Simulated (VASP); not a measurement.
Here is a VASP 6.6.1 calculation.

The input INCAR:

```
ALGO = Normal ; EDIFF = 1E-7
ENCUT = 520 ; ISIF = 2
ISMEAR = -1 ; LASPH = True
LCHARG = False ; LREAL = False
LWAVE = False ; NBANDS = 20
NELM = 80 ; PREC = Accurate
SIGMA = 0.05
```

Contents of KPOINTS:

```
k-points
0
Gamma
  9 9 9
```

File POSCAR:

```
SnO2
1.0
    0.0000000000      2.5568733049      2.5568733049
    2.5568733049      0.0000000000      2.5568733049
    2.5568733049      2.5568733049      0.0000000000
Sn O
1 2
Direct
    0.0000000000      0.0000000000      0.0000000000
    0.7500000000      0.7500000000      0.7500000000
    0.2500000000      0.2500000000      0.2500000000
```

Potentials or basis: VASP PAW LDA potentials, release 64 (Sn_d, O).

The run is started by

```console
$ cat potpaw_LDA.64/Sn_d/POTCAR potpaw_LDA.64/O/POTCAR > POTCAR
$ mpirun -np 1 vasp_std > vasp.out
```

Problem. Predict the pressure.

Solution. -7.9 GPa.
